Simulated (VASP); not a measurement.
# Pb (Cmce) in VASP: further runs, part 2 of 2

VASP 6.6.1.

## (3) Relaxation of cell and atoms, PBE

This run uses another cell than the first one, of 32.72 Å³/atom.

INCAR reads:

```
PREC = Accurate
ENCUT = 600
EDIFF = 1E-6
ISMEAR = 0
SIGMA = 0.1
LREAL = False
LASPH = True
NELM = 80
ALGO = Fast
ISIF = 3
LWAVE = False
LCHARG = False
GGA = PE
IBRION = 2
NSW = 90
EDIFFG = -0.04
```

KPOINTS reads:

```
regular mesh
0
Gamma
  4 4 4
```

POSCAR reads:

```
Pb
1.0
    2.6813915012     -4.5444613361      0.0000000000
    2.6813915012      4.5444613361      0.0000000000
    0.0000000000      0.0000000000      5.3699164181
Pb
4
Direct
    0.1525000000      0.8475000000      0.0785000000
    0.6525000000      0.3475000000      0.4215000000
    0.8475000000      0.1525000000      0.9215000000
    0.3475000000      0.6525000000      0.5785000000
```

Potentials or basis: VASP PAW PBE potentials, release 64 (Pb_d).

Command:

```console
$ cat potpaw_PBE.64/Pb_d/POTCAR > POTCAR
$ mpirun -np 1 vasp_std > vasp.out
```

OUTCAR:

```text
PREC = Accurate
   ENCUT = 600
   EDIFF = 1E-6
   ISMEAR = 0
   LREAL = False
   LASPH = True
   NELM = 80
   ISIF = 3
   GGA = PE
   IBRION = 2
   NSW = 90
   EDIFFG = -0.04

 ion  position               nearest neighbor table
   1  0.153  0.847  0.078-   3 2.90   4 3.22   4 3.22   2 3.25   2 3.25   3 3.32   3 3.32
   2  0.653  0.347  0.422-   4 2.90   3 3.22   3 3.22   1 3.25   1 3.25   4 3.32   4 3.32
   3  0.847  0.153  0.922-   1 2.90   2 3.22   2 3.22   4 3.25   4 3.25   1 3.32   1 3.32
   4  0.347  0.653  0.578-   2 2.90   1 3.22   1 3.22   3 3.25   3 3.25   2 3.32   2 3.32

  LATTYP: Found a base centered orthorhombic cell.
 ALAT       =     5.3627830024
 B/A-ratio  =     1.6948145521
 C/A-ratio  =     1.0013301705

  Lattice vectors:

 A1 = (   2.6813915012,  -4.5444613361,   0.0000000000)
 A2 = (   2.6813915012,   4.5444613361,   0.0000000000)
 A3 = (   0.0000000000,   0.0000000000,   5.3699164181)

Analysis of symmetry for initial positions (statically):
=====================================================================
 Subroutine PRICEL returns:
 Original cell was already a primitive cell.

 Routine SETGRP: Setting up the symmetry group for a
 base centered orthorhombic supercell.

 Subroutine GETGRP returns: Found  8 space group operations
 (whereof  4 operations were pure point group operations)
 out of a pool of  8 trial point group operations.

The static configuration has the point symmetry C_2h.
 The point group associated with its full space group is D_2h.

Analysis of symmetry for dynamics (positions and initial velocities):
=====================================================================
 Subroutine PRICEL returns:
 Original cell was already a primitive cell.

 Routine SETGRP: Setting up the symmetry group for a
 base centered orthorhombic supercell.

 Subroutine GETGRP returns: Found  8 space group operations
 (whereof  4 operations were pure point group operations)
 out of a pool of  8 trial point group operations.

The dynamic configuration has the point symmetry C_2h.
 The point group associated with its full space group is D_2h.

 Subroutine INISYM returns: Found  8 space group operations
 (whereof  4 operations are pure point group operations),
[... 101 lines left out ...]
   NFREE  =      1    steps in history (QN), initial steepest desc. (CG)
   ISIF   =      3    stress and relaxation
   ISYM   =      2    0-nonsym 1-usesym 2-fastsym
   POTIM  = 0.5000    time-step for ionic-motion
   TEBEG  =    0.0;   TEEND  =   0.0 temperature during run
   PSTRESS=    0.0 pullay stress
   NELECT =      56.0000    total number of electrons
   NUPDOWN=      -1.0000    fix difference up-down
   EMIN   =  10.00;   EMAX   =-10.00  energy-range for DOS
   EFERMI =   0.00;   METHOD = LEGACY
   ISMEAR =     0;   SIGMA  =   0.10  broadening in eV -4-tet -1-fermi 0-gaus
   EFERMI_NEDOS =   21; number of points for ismear=-14 and -15
   IALGO  =     68    algorithm
   IMIX   =      4    mixing-type and parameters
     AMIX     =   0.40;   BMIX     =  1.00
     AMIX_MAG =   1.60;   BMIX_MAG =  1.00
  volume/ion in A,a.u.               =      32.72       220.79
  Fermi-wavevector in a.u.,A,eV,Ry     =   1.233647  2.331254 20.706490  1.521884
  Thomas-Fermi vector in A             =   2.368369
   LORBIT       =      0    0 simple, 1 ext, 2 COOP (PROOUT), +10 PAW based schemes
   GGA     = PE    functional components
   LHFCALC =     F    Hartree Fock is set to
   AEXX    =    0.0000 exact exchange contribution
   IVDW    =     0    specifies the selected vdW correction
   LEPSILON=     F    determine dielectric tensor
   LRPA    =     F    only Hartree local field effects (RPA)
 conjugate gradient relaxation of ions
 non-spin polarized calculation
 RMM-DIIS sequential band-by-band and
 Gauss-broadening in eV      SIGMA  =   0.10
  energy-cutoff  :      600.00
  volume of cell :      130.87
 maximum number of plane-waves:      4398
   NGX = 21   NGY = 21   NGZ = 21

--------------------------------------- Ionic step        1  -------------------------------------------

 number of electron      56.0000002 magnetization

 Free energy of the ion-electron system (eV)
  ---------------------------------------------------
  ext. energy  EPLUGINS =         0.00000000
  ---------------------------------------------------
  free energy    TOTEN  =       -13.31006567 eV

  energy without entropy =      -13.30208690  energy(sigma->0) =      -13.30607629

 E-fermi :   6.4973     XC(G=0):  -9.6271

 val. band max:        6.4322567860   @ k =   0.2500   0.2500   0.5000
 cond. band min:       6.5979383577   @ k =   0.5000   0.2500   0.5000
 fundamental gap:      0.1656815716
 Fermi energy:         6.4973296188

 k-point     1 :       0.0000    0.0000    0.0000
  band No.  band energies     occupation
      1     -10.9408      2.00000
      2     -10.9004      2.00000
      3     -10.8659      2.00000
      4     -10.8316      2.00000
      5     -10.7317      2.00000
      6     -10.6826      2.00000
[... 1048 lines left out ...]
--------------------------------------- Ionic step        9  -------------------------------------------

 number of electron      56.0000007 magnetization

 Free energy of the ion-electron system (eV)
  ---------------------------------------------------
  ext. energy  EPLUGINS =         0.00000000
  ---------------------------------------------------
  free energy    TOTEN  =       -13.73499113 eV

  energy without entropy =      -13.71987488  energy(sigma->0) =      -13.72743300

 E-fermi :   5.0578     XC(G=0):  -8.9727

 val. band max:        5.0291226083   @ k =   0.0000   0.0000   0.0000
 cond. band min:       5.0714823582   @ k =   0.5000   0.2500   0.5000
 fundamental gap:      0.0423597500
 Fermi energy:         5.0578242413

 k-point     1 :       0.0000    0.0000    0.0000
  band No.  band energies     occupation
      1     -12.0395      2.00000
      2     -12.0374      2.00000
      3     -12.0164      2.00000
      4     -11.9893      2.00000
      5     -11.9802      2.00000
      6     -11.9400      2.00000
[... 776 lines left out ...]
  FREE ENERGIE OF THE ION-ELECTRON SYSTEM (eV)
  ---------------------------------------------------
  free  energy   TOTEN  =       -13.7349911315 eV

  energy  without entropy=      -13.7198748765  energy(sigma->0) =      -13.72743300

 reached required accuracy - stopping structural energy minimisation
```

OSZICAR:

```text
N       E                     dE             d eps       ncg     rms          rms(c)
DAV:   1     0.694451432197E+03    0.69445E+03   -0.30268E+04  1386   0.225E+03
DAV:   2     0.537457343012E+02   -0.64071E+03   -0.63458E+03  1386   0.551E+02
DAV:   3    -0.106530844679E+02   -0.64399E+02   -0.63657E+02  1664   0.219E+02
[... 107 lines left out ...]
RMM:   3    -0.137348078063E+02    0.93412E-03   -0.60755E-03  1410   0.766E-01    0.330E-02
RMM:   4    -0.137349520820E+02   -0.14428E-03   -0.21420E-03  1826   0.396E-01    0.125E-02
RMM:   5    -0.137349851622E+02   -0.33080E-04   -0.38662E-04  1874   0.148E-01    0.114E-02
RMM:   6    -0.137349881948E+02   -0.30326E-05   -0.40673E-05  1630   0.588E-02    0.637E-03
RMM:   7    -0.137349905827E+02   -0.23879E-05   -0.15620E-05  1519   0.305E-02    0.119E-03
RMM:   8    -0.137349911315E+02   -0.54889E-06   -0.22002E-06   826   0.160E-02
   9 F= -.13734991E+02 E0= -.13727433E+02  d E =-.146560E-02
```

Run time: 8.2 min. Hardware: 1 thread of AMD EPYC 9R45 (Zen 5), shared host; peak memory 0.3 GiB.

Results:

```yaml
Free_energy: -13.7350 eV
Relaxed_volume: 37.62 Å³/atom
Relaxed_cell: a = 5.656 Å, b = 5.656 Å, c = 5.505 Å, α = 90.00°, β = 90.00°, γ = 121.31°
Space_group_after_relaxing_to_0.1_Å: Cmce (No. 64)
Energy_gained_by_relaxing: 106.2 meV/atom
Ionic_steps: 9
Pressure_after_relaxing: 0.0 GPa
Largest_force_after_relaxing: 0.016 eV/Å
Band_gap_on_the_k_mesh: zero (bands 28 and 29 overlap by 0.70 eV)
```

Forces in eV/Å, atoms in the order of the input:
```
Pb   0.000 -0.014  0.009
Pb   0.000 -0.014 -0.009
Pb   0.000  0.014 -0.009
Pb   0.000  0.014  0.009
```

Step by step:
```csv
step,energy change (eV),largest force (eV/Å),pressure (GPa),volume (Å³)
1,0.0000,0.7861,6.03,130.87
2,-0.3984,0.1780,-1.08,155.50
3,-0.4098,0.2195,-0.29,151.06
4,-0.4098,0.2079,-0.40,151.48
5,-0.4215,0.0977,-0.05,150.22
6,-0.4234,0.0458,0.11,149.59
7,-0.4235,0.0315,0.14,149.45
8,-0.4245,0.0237,0.05,150.05
9,-0.4249,0.0164,-0.04,150.46
```

Final structure:
```xyz
4
Lattice="2.7719 -4.9301 0.0000 2.7719 4.9301 0.0000 0.0000 0.0000 5.5050" Properties=species:S:1:pos:R:3 pbc="T T T"
Pb    2.7719    3.3718    0.4497
Pb    2.7719   -1.5583    2.3028
Pb    2.7719   -3.3718    5.0553
Pb    2.7719    1.5583    3.2022
```

Caveat: spin-orbit coupling is left out, which moves the levels of the heavy elements.

The gap in the log of VASP goes by the Fermi energy; the results here count the filled bands.